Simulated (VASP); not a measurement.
Runs of VASP 6.6.1 on Cd. The structure is that of space group P6_3/mmc (No. 194), or close to it. The cells are those of the table. 

| cell | gap on the mesh (eV) | pressure (GPa) |
| --- | --- | --- |
| a = 2.890, b = 2.890, c = 4.699 Å, angles 90.0, 90.0, 120.0°, 2 atoms | none | 28.9 |
| a = 3.022, b = 3.022, c = 4.869 Å, angles 90.0, 90.0, 120.0°, 2 atoms | none | (b) |
| a = 2.352, b = 2.352, c = 3.783 Å, angles 90.0, 90.0, 120.0°, 2 atoms | none | 542.5 |
| a = 2.604, b = 2.604, c = 4.242 Å, angles 90.0, 90.0, 120.0°, 2 atoms | none | 146.5 |
| a = 3.146, b = 3.146, c = 5.020 Å, angles 90.0, 90.0, 120.0°, 2 atoms | none | (a) |

Alike in all rows: task single point; level PBE; potentials or basis VASP PAW PBE potentials, release 64 (Cd); no spin polarisation; k mesh 15 × 15 × 8; cutoff (eV) 520; smearing fermi-dirac 0.08 eV.

Task: Fill in the values left out.

Result: (a) 2.8; (b) 11.4.

A k mesh can miss the band edges, and the runs leave out spin-orbit coupling on Cd.

A gap of «none» marks levels without a gap at the run's occupations.
